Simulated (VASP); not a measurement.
The system is Ga4BAs3.

```
Ga B As
1.0
     5.48697    0.06638   -0.02504
     0.06638    5.59525   -0.01962
    -0.02504   -0.01962    5.43593
Ga B As
4 1 3
Direct
  0.22272 0.21884 0.22719
  0.79610 0.80096 0.17839
  0.77715 0.21982 0.75865
  0.19371 0.77513 0.78580
  0.99321 0.01493 0.98005
  0.49331 0.98953 0.54252
  0.02232 0.48457 0.50553
  0.50148 0.49622 0.02187
```

- Program: VASP 6.6.1
- Task: relaxation of cell and atoms
- Functional: PBE
- Potentials or basis: VASP PAW PBE potentials, release 64 (Ga_d, B, As)
- Cutoff: 600 eV
- k mesh: 4 × 4 × 4
- Occupations: gaussian, width 0.2 eV
- Spin: no spin polarisation

At the start: pressure 2.4 GPa; volume 20.86 Å³/atom.

Task: How do energy, volume and symmetry change on relaxing?

Result: Over 19 steps the energy falls by 89.8 meV/atom and the volume is 21.24 Å³/atom (+1.8 %); space group P1 (No. 1, to 0.1 Å) before, P-43m (No. 215, to 0.1 Å).

The path:
| step | energy change (eV) | largest force (eV/Å) | pressure (GPa) | volume (Å³) |
| --- | --- | --- | --- | --- |
| 1 | 0.0000 | 2.0009 | 2.41 | 166.86 |
| 2 | -0.4391 | 0.7722 | -1.60 | 174.54 |
| 3 | -0.4447 | 0.7272 | -1.96 | 175.55 |
| 4 | -0.5998 | 0.4978 | -0.48 | 170.64 |
| 5 | -0.6238 | 0.4995 | 0.58 | 167.95 |
| 6 | -0.6691 | 0.3314 | 0.22 | 168.77 |
| 7 | -0.6781 | 0.3121 | 0.01 | 169.35 |
| 8 | -0.6927 | 0.1750 | -0.08 | 169.65 |
| 9 | -0.6935 | 0.2001 | -0.11 | 169.74 |
| 10 | -0.7063 | 0.1506 | 0.03 | 169.47 |
| 11 | -0.7104 | 0.1604 | 0.13 | 169.25 |
| 12 | -0.7105 | 0.1653 | 0.13 | 169.21 |
| 13 | -0.7152 | 0.0780 | -0.11 | 169.80 |
| 14 | -0.7154 | 0.0814 | -0.13 | 169.94 |
| 15 | -0.7176 | 0.0569 | 0.03 | 169.53 |
| 16 | -0.7176 | 0.0575 | 0.00 | 169.54 |
| 17 | -0.7185 | 0.0311 | 0.07 | 169.36 |
| 18 | -0.7186 | 0.0325 | 0.12 | 169.33 |
| 19 | -0.7187 | 0.0236 | -0.13 | 169.92 |

Final structure:
```
Ga B As
1.0
     5.53787   -0.00367   -0.00015
    -0.00243    5.53334   -0.00071
    -0.00053   -0.00227    5.54510
Ga B As
4 1 3
Direct
  0.22031 0.21954 0.21995
  0.77965 0.78076 0.21977
  0.78037 0.22004 0.78016
  0.21965 0.77978 0.78039
  0.99977 0.00007 0.99970
  0.50006 0.99979 0.50054
  0.99999 0.49997 0.49925
  0.50020 0.50003 0.00025
```
